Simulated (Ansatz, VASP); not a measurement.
**TiInSe3 in VASP and in Ansatz**

```
CELL_PARAMETERS angstrom
5.02412 0.00000 0.00000
0.00000 5.02412 0.00000
0.00000 0.00000 5.02412
ATOMIC_POSITIONS crystal
Ti 0.50000 0.50000 0.50000
In 0.00000 0.00000 0.00000
Se 0.00000 0.50000 0.50000
Se 0.50000 0.50000 0.00000
Se 0.50000 0.00000 0.50000
```

Change from the starting cell: species swapped into the ZnCo3C type (Pm-3m, No. 221).

Alike in both runs: functional PBE; k mesh 8 × 8 × 8; occupations gaussian, width 0.1 eV; no spin polarisation.

Ansatz relaxed the structure, and its values are those at the end. VASP's run is a single point on that final structure, the one shown.

|  | VASP | Ansatz |
| --- | --- | --- |
| version | VASP 6.6.1 | Ansatz 0.2.0 |
| potentials or method | VASP PAW PBE potentials, release 64 (Ti_sv, In_d, Se), cutoff 520 eV | scalar-relativistic, plane waves, PAW |
| valence electrons in the cell | 43 | 73 |

```tsv
	VASP	Ansatz	Ansatz less VASP
gap on the k mesh at the Fermi level (eV)	none	none	-
pressure (GPa)	0.0	0.0	-0.05
```

A gap of «none» marks a metal or a gap that the smearing closes. The functional is the same, so the differences come from potentials, cutoffs and numerics. VASP's potentials hold 43 valence electrons a cell and Ansatz's 73, so a difference there can come from the potentials and not from the codes.
